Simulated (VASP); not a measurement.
Here is a VASP 6.6.1 calculation.

File POSCAR:

```
Ti3C
1.0
    2.9357969418      0.0000000000      0.0000000000
   -1.4678984709      2.5424747319      0.0000000000
    0.0000000000      0.0000000000     23.6361929095
Ti C
3 1
Direct
    0.3333333333      0.6666666667      0.3596179821
    0.6672588162      0.3345176324      0.4499932282
    0.0011830237      0.0023660474      0.5613280497
   -0.3321394251     -0.6642788501      0.5946858184
```

File INCAR.step1:

```
  PREC = Accurate
  ENCUT = 520
  ISMEAR = 0
  SIGMA = 0.1
  LREAL = False
  LASPH = True
  NELM = 80
  LDIPOL = True
  IDIPOL = 3
  DIPOL = 0.5 0.5 0.491
  NBANDS = 28
  GGA = PE
  ALGO = Normal
  EDIFF = 1E-4
  LWAVE = True
  LCHARG = False
```

The input INCAR.step2:

```
  PREC = Accurate
  ENCUT = 520
  EDIFF = 1E-6
  ISMEAR = 0
  SIGMA = 0.1
  LREAL = False
  LASPH = True
  NELM = 80
  ALGO = Normal
  ISIF = 2
  LWAVE = False
  LCHARG = True
  LDIPOL = True
  IDIPOL = 3
  DIPOL = 0.5 0.5 0.491
  METAGGA = R2SCAN
  LMIXTAU = True
  LELF = True
  LVHAR = True
  LVACPOTAV = True
  NBANDS = 28
  ISTART = 1
```

KPOINTS

```
regular mesh
0
Gamma
  12 12 1
```

Potentials or basis: VASP PAW PBE potentials, release 64 (Ti_sv, C).

Launch:

```bash
$ cat potpaw_PBE.64/Ti_sv/POTCAR potpaw_PBE.64/C/POTCAR > POTCAR
$ cp INCAR.step1 INCAR
$ mpirun -np 1 vasp_std > vasp.out
$ cp INCAR.step2 INCAR
$ mpirun -np 1 vasp_std > vasp.out
```

Problem. Estimate the largest force.

Solution. 0.100 eV/Å.

Problem. What does it give for the band gap on the k mesh?

Solution. Zero (bands 20 and 21 overlap by 0.44 eV).

Forces on the atoms (eV/Å):
```
Ti   0.000  0.005 -0.050
Ti   0.000 -0.003  0.047
Ti   0.000 -0.001 -0.098
C    0.000 -0.001  0.100
```

Caveat: the PAW data sets were made with another functional, which shifts forces and pressure a little.
